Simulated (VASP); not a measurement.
# Be2Co (Fmmm) in VASP: a series of runs

Aim: see how the results for Be2Co move with the level of theory and the settings. Levels: PBEsol, PBE. Tasks: single point.

Everything below comes from runs of VASP 6.6.1. Logs are shortened: lines on timing, memory, paths and dates and some standing lists are left out, and cuts for length are marked.

## Step 1: The cell of the first run

The structure is orthorhombic, space group Fmmm (No. 69). Conventional cell: a = 2.677 Å, b = 3.839 Å, c = 10.665 Å, α = 90.00°, β = 90.00°, γ = 90.00°. Be (site symmetry mm2) has 4 Co at 2.20 to 2.60 Å and 10 Be at 2.27 to 2.68 Å within 2.9 Å. Co (site symmetry mmm) has 8 Be at 2.20 to 2.60 Å and 6 Co at 2.34 to 2.68 Å within 2.9 Å.

## Step 2: Single point, PBEsol, collinear spin, ferromagnetic start

Contents of INCAR:

```
PREC = Accurate
ENCUT = 690
EDIFF = 1E-6
ISMEAR = 0
SIGMA = 0.1
LREAL = F
LASPH = T
NELM = 200
ALGO = Normal
ISIF = 2
LWAVE = F
LCHARG = T
ISPIN = 2
MAGMOM = 0 0 1.19
LORBIT = 11
LMAXMIX = 4
GGA = PS
LELF = T
LVHAR = T
NBANDS = 22
GGA_COMPAT = F
```

Contents of KPOINTS:

```
regular mesh
0
Gamma
  6 6 6
```

Contents of POSCAR:

```
Be2Co
1.0
    0.0000000000      1.9194920000      5.3325430000
    1.3384940000      0.0000000000      5.3325430000
    1.3384940000      1.9194920000      0.0000000000
Be Co
2 1
Direct
    0.3360580000      0.3360580000      0.6639420000
    0.6639420000      0.6639420000      0.3360580000
    0.0000000000      0.0000000000      0.0000000000
```

Potentials or basis: VASP PAW PBE potentials, release 64 (Be, Co_sv).

Started as:

```console
$ cat potpaw_PBE.64/Be/POTCAR potpaw_PBE.64/Co_sv/POTCAR > POTCAR
$ mpirun -np 1 vasp_std > vasp.out
```

OUTCAR:

```text
PREC = Accurate
   ENCUT = 690
   EDIFF = 1E-6
   ISMEAR = 0
   LREAL = F
   LASPH = T
   NELM = 200
   ISIF = 2
   ISPIN = 2
   LORBIT = 11
   GGA = PS

 ion  position               nearest neighbor table
   1  0.336  0.336  0.664-   3 2.20   3 2.20   2 2.27   2 2.27
   2  0.664  0.664  0.336-   3 2.20   3 2.20   1 2.27   1 2.27
   3  0.000  0.000  0.000-   2 2.20   2 2.20   1 2.20   1 2.20

  LATTYP: Found a face centered orthorhombic cell.
 ALAT       =     2.6769880000
 B/A-ratio  =     1.4340684381
 C/A-ratio  =     3.9839872274

  Lattice vectors:

 A1 = (   0.0000000000,   1.9194920000,   5.3325430000)
 A2 = (   1.3384940000,   0.0000000000,   5.3325430000)
 A3 = (   1.3384940000,   1.9194920000,   0.0000000000)

Analysis of symmetry for initial positions (statically):
=====================================================================
 Subroutine PRICEL returns:
 Original cell was already a primitive cell.

 Routine SETGRP: Setting up the symmetry group for a
 face centered orthorhombic supercell.

 Subroutine GETGRP returns: Found  8 space group operations
 (whereof  8 operations were pure point group operations)
 out of a pool of  8 trial point group operations.

The static configuration has the point symmetry D_2h.

Analysis of symmetry for dynamics (positions and initial velocities):
=====================================================================
 Subroutine PRICEL returns:
 Original cell was already a primitive cell.

 Routine SETGRP: Setting up the symmetry group for a
 face centered orthorhombic supercell.

 Subroutine GETGRP returns: Found  8 space group operations
 (whereof  8 operations were pure point group operations)
 out of a pool of  8 trial point group operations.

The dynamic configuration has the point symmetry D_2h.

Analysis of structural, dynamic, and magnetic symmetry:
=====================================================================
 Subroutine PRICEL returns:
 Original cell was already a primitive cell.

 Routine SETGRP: Setting up the symmetry group for a
 face centered orthorhombic supercell.

 Subroutine GETGRP returns: Found  8 space group operations
 (whereof  8 operations were pure point group operations)
 out of a pool of  8 trial point group operations.

The overall configuration has the point symmetry D_2h.

 Subroutine INISYM returns: Found  8 space group operations
 (whereof  8 operations are pure point group operations),
 and found     1 'primitive' translations

----------------------------------------------------------------------------------------

                                     Primitive cell

  volume of cell :      27.4010

  direct lattice vectors                    reciprocal lattice vectors
     0.000000000  1.919492000  5.332543000    -0.373554159  0.260485587  0.093763895
     1.338494000  0.000000000  5.332543000     0.373554159 -0.260485587  0.093763895
     1.338494000  1.919492000  0.000000000     0.373554159  0.260485587 -0.093763895

  length of vectors
     5.667491895  5.497961535  2.340088829     0.464959265  0.464959265  0.464959265

  position of ions in fractional coordinates (direct lattice)
     0.336058000  0.336058000  0.663942000
     0.663942000  0.663942000  0.336058000
     0.000000000  0.000000000  0.000000000

  ion indices of the primitive-cell ions
   primitive index   ion index
                 1           1
                 2           2
                 3           3

----------------------------------------------------------------------------------------

 KPOINTS: regular mesh

Automatic generation of k-mesh.
 Grid dimensions read from file:
 generate k-points for:    6    6    6

 Generating k-lattice:

  Cartesian coordinates                     Fractional coordinates (reciprocal lattice)
    -0.062259026  0.043414264  0.015627316     0.166666667  0.000000000  0.000000000
     0.062259026 -0.043414264  0.015627316    -0.000000000  0.166666667 -0.000000000
     0.062259026  0.043414264 -0.015627316     0.000000000  0.000000000  0.166666667

  Length of vectors
     0.077493211  0.077493211  0.077493211

  Shift w.r.t. Gamma in fractional coordinates (k-lattice)
     0.000000000  0.000000000  0.000000000

 Subroutine IBZKPT returns following result:
 ===========================================

 Found     46 irreducible k-points:

 Following reciprocal coordinates:
            Coordinates               Weight
  0.000000  0.000000  0.000000      1.000000
  0.166667  0.000000  0.000000      8.000000
  0.333333  0.000000  0.000000      8.000000
  0.500000  0.000000  0.000000      4.000000
  0.166667  0.166667  0.000000      2.000000
  0.333333  0.166667  0.000000      8.000000
[... 16 lines left out ...]
 -0.166667  0.166667  0.166667      8.000000
  0.500000  0.333333  0.166667      4.000000
 [... further k-points ...]
   k-points           NKPTS =     46   k-points in BZ     NKDIM =     46   number of bands    NBANDS=     22
   number of dos      NEDOS =    301   number of ions     NIONS =      3
   total plane-waves  NPLWV =  48000
   dimension x,y,z NGX =    50 NGY =   48 NGZ =   20
   dimension x,y,z NGXF=   100 NGYF=   96 NGZF=   40
   ions per type =               2   1
   NGX,Y,Z   is equivalent  to a cutoff of  14.67, 14.51, 14.21 a.u.
   NGXF,Y,Z  is equivalent  to a cutoff of  29.33, 29.03, 28.42 a.u.
 SYSTEM =  unknown system
   PREC   = accura    normal or accurate (medium, high low for compatibility)
   ISTART =      0    job   : 0-new  1-cont  2-samecut
   ICHARG =      2    charge: 1-file 2-atom 10-const
   ISPIN  =      2    spin polarized calculation?
   LNONCOLLINEAR =      F non collinear calculations
   LSORBIT =      F    spin-orbit coupling
   LASPH  =      T    aspherical Exc in radial PAW
   ENCUT  =  690.0 eV  50.71 Ry    7.12 a.u.  12.14 11.78  5.01*2*pi/ulx,y,z
   NELM   =    200;   NELMIN=  2; NELMDL= -5     # of ELM steps
   EDIFF  = 0.1E-05   stopping-criterion for ELM
   LREAL  =      F    real-space projection
   EDIFFG = 0.1E-04   stopping-criterion for IOM
   NSW    =      0    number of steps for IOM
   IBRION =     -1    ionic relax: 0-MD 1-quasi-New 2-CG
   NFREE  =      0    steps in history (QN), initial steepest desc. (CG)
   ISIF   =      2    stress and relaxation
   ISYM   =      2    0-nonsym 1-usesym 2-fastsym
   POTIM  = 0.5000    time-step for ionic-motion
   TEBEG  =    0.0;   TEEND  =   0.0 temperature during run
   PSTRESS=    0.0 pullay stress
   NELECT =      21.0000    total number of electrons
   NUPDOWN=      -1.0000    fix difference up-down
   EMIN   =  10.00;   EMAX   =-10.00  energy-range for DOS
   EFERMI =   0.00;   METHOD = LEGACY
   ISMEAR =     0;   SIGMA  =   0.10  broadening in eV -4-tet -1-fermi 0-gaus
   EFERMI_NEDOS =   21; number of points for ismear=-14 and -15
   IALGO  =     38    algorithm
   IMIX   =      4    mixing-type and parameters
     AMIX     =   0.40;   BMIX     =  1.00
     AMIX_MAG =   1.60;   BMIX_MAG =  1.00
  volume/ion in A,a.u.               =       9.13        61.64
  Fermi-wavevector in a.u.,A,eV,Ry     =   1.498162  2.831116 30.538149  2.244491
  Thomas-Fermi vector in A             =   2.609957
   LORBIT       =     11    0 simple, 1 ext, 2 COOP (PROOUT), +10 PAW based schemes
   GGA     = PS    functional components
   LHFCALC =     F    Hartree Fock is set to
   AEXX    =    0.0000 exact exchange contribution
   IVDW    =     0    specifies the selected vdW correction
   LEPSILON=     F    determine dielectric tensor
   LRPA    =     F    only Hartree local field effects (RPA)
 spin polarized calculation
 Gauss-broadening in eV      SIGMA  =   0.10
  energy-cutoff  :      690.00
  volume of cell :       27.40
 maximum number of plane-waves:      1156
 NGX is ok and might be reduce to    50
   NGX = 25   NGY = 23   NGZ =  9

 number of electron      20.9999998 magnetization       1.0401645

 Free energy of the ion-electron system (eV)
  ---------------------------------------------------
  ext. energy  EPLUGINS =         0.00000000
  ---------------------------------------------------
  free energy    TOTEN  =       -15.89010796 eV

  energy without entropy =      -15.87996043  energy(sigma->0) =      -15.88503419

 E-fermi :   8.5525     XC(G=0): -11.8650

 val. band max:        8.5476915909   @ k =  -0.1667  -0.0000   0.1667
 cond. band min:       8.5986403431   @ k =   0.3333   0.1667   0.0000
 fundamental gap:      0.0509487523
 Fermi energy:         8.5524809055

 spin component 1

 k-point     1 :       0.0000    0.0000    0.0000
  band No.  band energies     occupation
      1     -86.8562      1.00000
      2     -50.1900      1.00000
      3     -50.1465      1.00000
      4     -50.0586      1.00000
      5      -1.5888      1.00000
      6       2.1094      1.00000
[... 14 lines left out ...]
     21      31.5341      0.00000
     22      32.3293      0.00000
[... 552 lines left out ...]
  band No.  band energies     occupation
      1     -86.8362      1.00000
      2     -50.2924      1.00000
      3     -50.1877      1.00000
      4     -50.0416      1.00000
      5      -0.1557      1.00000
      6       1.2981      1.00000
[... 14 lines left out ...]
     21      29.8663      0.00000
     22      30.3005      0.00000

 [... further k-points ...]

 spin component 2

 k-point     1 :       0.0000    0.0000    0.0000
  band No.  band energies     occupation
      1     -85.5893      1.00000
      2     -48.9450      1.00000
      3     -48.8745      1.00000
      4     -48.8611      1.00000
      5      -1.5532      1.00000
      6       2.2658      1.00000
[... 14 lines left out ...]
     21      31.6049      0.00000
     22      32.4038      0.00000
[... 552 lines left out ...]
  band No.  band energies     occupation
      1     -85.5686      1.00000
      2     -48.9686      1.00000
      3     -48.9272      1.00000
      4     -48.9176      1.00000
      5      -0.1176      1.00000
      6       1.3499      1.00000
[... 14 lines left out ...]
     21      30.0965      0.00000
     22      30.4380      0.00000

 [... further k-points ...]

------------------------ aborting loop because EDIFF is reached ----------------------------------------

  FORCE on cell =-STRESS in cart. coord.  units (eV):
  Direction    XX          YY          ZZ          XY          YZ          ZX
  --------------------------------------------------------------------------------------
  -------------------------------------------------------------------------------------
  Total       -0.8416090     -1.3444760     -0.3976195      0.0000000      0.0000000      0.0000000
  in kB      -49.2100528    -78.6133932    -23.2493694      0.0000000      0.0000000      0.0000000
  external PRESSURE =     -50.3576052 kB  Pullay stress =       0.0000000 kB

 VOLUME and BASIS-vectors are now :
 -----------------------------------------------------------------------------
  energy-cutoff  :      690.00
  volume of cell :       27.40
      direct lattice vectors                 reciprocal lattice vectors
     0.000000000  1.919492000  5.332543000    -0.373554159  0.260485587  0.093763895
     1.338494000  0.000000000  5.332543000     0.373554159 -0.260485587  0.093763895
     1.338494000  1.919492000  0.000000000     0.373554159  0.260485587 -0.093763895

 POSITION                                       TOTAL-FORCE (eV/Angst)
 -----------------------------------------------------------------------------------
      1.33849      1.91949      3.58409         0.000000      0.000000      0.032105
      1.33849      1.91949      7.08100         0.000000      0.000000     -0.032105
      0.00000      0.00000      0.00000        -0.000000      0.000000      0.000000
 -----------------------------------------------------------------------------------
    total drift:                                0.000000     -0.000000      0.000000

  FREE ENERGIE OF THE ION-ELECTRON SYSTEM (eV)
  ---------------------------------------------------
  free  energy   TOTEN  =       -15.8901079593 eV

  energy  without entropy=      -15.8799604277  energy(sigma->0) =      -15.88503419

 total charge

# of ion       s       p       d       tot
------------------------------------------
    1        0.406   0.656   0.000   1.061
    2        0.406   0.656   0.000   1.061
    3        2.258   6.146   6.761  15.165
--------------------------------------------------
tot          3.069   7.458   6.761  17.288

 magnetization (x)

# of ion       s       p       d       tot
------------------------------------------
    1       -0.001  -0.007   0.000  -0.009
    2       -0.001  -0.007   0.000  -0.009
    3        0.004  -0.000   1.053   1.056
--------------------------------------------------
tot          0.001  -0.015   1.053   1.039
```

It took 2.8 min on 1 thread of Intel Xeon Platinum 8488C (Sapphire Rapids), shared host; peak memory 0.28 GiB.

What came out:

```yaml
Free_energy: -15.8901 eV
Pressure: -5.0 GPa
Largest_force: 0.032 eV/Å
Net_moment: 1.04 μB per cell
Site_moments: Be -0.01; Co +1.06 μB
Valence_electrons_inside_the_program's_atomic_spheres: Be 1.06; Co 15.16
```

Forces on the atoms (eV/Å):
```
Be   0.000  0.000  0.032
Be   0.000  0.000 -0.032
Co   0.000  0.000  0.000
```

Stress tensor (GPa, compression positive):
```
-4.92  0.00  0.00
 0.00 -7.86  0.00
 0.00  0.00 -2.32
```

Caveat: the k points lie up to 0.49 Å⁻¹ apart; the PAW data sets were made with another functional, which shifts forces and pressure a little.

## Step 3: Single point, PBE, collinear spin, ferromagnetic start

Contents of INCAR:

```
SYSTEM = Be2Co
ALGO = Normal
EDIFF = 1E-6
ENCUT = 690
GGA = PE
GGA_COMPAT = .FALSE.
ISIF = 2
ISMEAR = 0
ISPIN = 2
LASPH = .TRUE.
LCHARG = .TRUE.
LELF = .TRUE.
LMAXMIX = 4
LORBIT = 11
LREAL = .FALSE.
LVHAR = .TRUE.
LWAVE = .FALSE.
MAGMOM = 0 0 1.19
NBANDS = 22
NELM = 200
PREC = Accurate
SIGMA = 0.002
```

Contents of KPOINTS:

```
k-points
0
G
  6 6 6
  0 0 0
```

POSCAR is that of step 2.

Potentials or basis: VASP PAW PBE potentials, release 64 (Be, Co_sv).

Started as:

```console
$ cat potpaw_PBE.64/Be/POTCAR potpaw_PBE.64/Co_sv/POTCAR > POTCAR
$ mpirun -np 1 vasp_std > vasp.out
```

Wall time 1.9 min (1 thread of Intel Xeon Platinum 8559C (Emerald Rapids), shared host); peak memory 0.28 GiB.

It converged, with:

- Free energy: -14.6934 eV
- Pressure: -0.7 GPa
- Largest force: 0.110 eV/Å
- Net moment: 1.07 μB per cell
- Site moments: Be -0.01; Co +1.08 μB
- Valence electrons inside the program's atomic spheres: Be 1.06; Co 15.16

Forces in eV/Å, atoms in the order of the input:
```
Be   0.000  0.000 -0.110
Be   0.000  0.000  0.110
Co   0.000  0.000  0.000
```

Stress tensor (GPa, compression positive):
```
-0.45  0.00  0.00
 0.00 -3.21  0.00
 0.00  0.00  1.54
```

Levels at points of the mesh, in eV from the Fermi level:
Spin up:
```tsv
k point	band 9	band 10	band 11	band 12	band 13	band 14
(0.00, 0.00, 0.00)	-2.76	-1.53	-1.19	-1.02	8.82	11.31
(0.50, 0.00, 0.00)	-1.79	-1.25	-0.92	-0.24	3.87	4.43
(0.50, 0.50, 0.00)	-1.78	-1.55	-1.18	-1.01	4.90	11.74
(0.50, 0.00, 0.50)	-2.05	0.04	1.84	3.19	4.32	4.46
(0.00, 0.50, 0.50)	-0.91	-0.69	0.04	1.20	4.94	5.26
```
Spin down:
```csv
k point,band 7,band 8,band 9,band 10,band 11,band 12,band 13,band 14
"(0.00, 0.00, 0.00)",-5.46,-2.35,-2.01,-0.33,-0.13,0.40,8.83,11.56
"(0.50, 0.00, 0.00)",-3.57,-3.07,-1.83,-0.05,0.37,0.66,4.32,4.47
"(0.50, 0.50, 0.00)",-3.18,-2.35,-1.79,-0.32,-0.19,0.40,5.24,11.77
"(0.50, 0.00, 0.50)",-3.23,-1.46,-1.21,1.21,2.09,3.61,4.42,4.44
"(0.00, 0.50, 0.50)",-1.40,-0.98,-0.94,-0.04,1.21,1.27,4.96,5.73
```

Caveat: the k points lie up to 0.49 Å⁻¹ apart.
